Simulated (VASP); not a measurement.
Set up this calculation in VASP 6.6.1, as the native input.

```yaml
Task: single point
Functional: PBE
Potentials_or_basis: VASP PAW PBE potentials, release 64 (Ta_pv, N)
Cutoff: 520 eV
k_mesh: 18 × 18 × 6
Occupations: gaussian, width 0.15 eV
Spin: no spin polarisation
Dipole_correction: no
Further_INCAR_settings: ALGO = Normal; EDIFF = 1e-07; NBANDS = 27
```

The structure of Ta3N lies in POSCAR:

```
Ta3N
1.0
    3.1275369444      0.0000000000      0.0000000000
   -1.5637684722      2.5253410817      0.0000000000
    0.0000000000      0.0000000000      7.5575881873
Ta N
3 1
Direct
    0.0000000000      0.0000000000      0.5000000000
    0.3333333333      0.6666666667      0.1735950547
    0.6666666667      0.3333333333      0.8264049453
    0.0000000000      0.0000000000      0.0000000000
```

This cell differs from its parent crystal: strain +0.0350 x Voigt [1, -1, 0, 0, 0, 0].

These files were run (other wordings do the same):

INCAR

```
PREC = Accurate
ENCUT = 520
EDIFF = 1E-7
ISMEAR = 0
SIGMA = 0.15
LREAL = False
LASPH = True
NELM = 60
ALGO = Normal
ISIF = 2
LWAVE = False
LCHARG = True
GGA = PE
LELF = True
LVHAR = True
NBANDS = 27
```

KPOINTS

```
Automatic mesh
0
Gamma
  18 18 6
```

Potentials or basis: VASP PAW PBE potentials, release 64 (Ta_pv, N).

Launch:

```console
$ cat potpaw_PBE.64/Ta_pv/POTCAR potpaw_PBE.64/N/POTCAR > POTCAR
$ mpirun -np 1 vasp_std > vasp.out
```

It gave:

The pressure is 1.0 GPa, the largest force is 0.339 eV/Å and the band gap on the k mesh is zero (bands 19 and 20 overlap by 0.99 eV).

Caveat: the cell differs from its parent crystal (strain +0.0350 x Voigt [1, -1, 0, 0, 0, 0]); the stress differs along the axes, from -4 to 6 GPa; spin-orbit coupling is left out, which moves the levels of the heavy elements.

Wall time 8.3 min on 1 thread of AMD EPYC 9R45 96-Core Processor (Zen 5), on a shared host, peak memory 0.7 GiB.
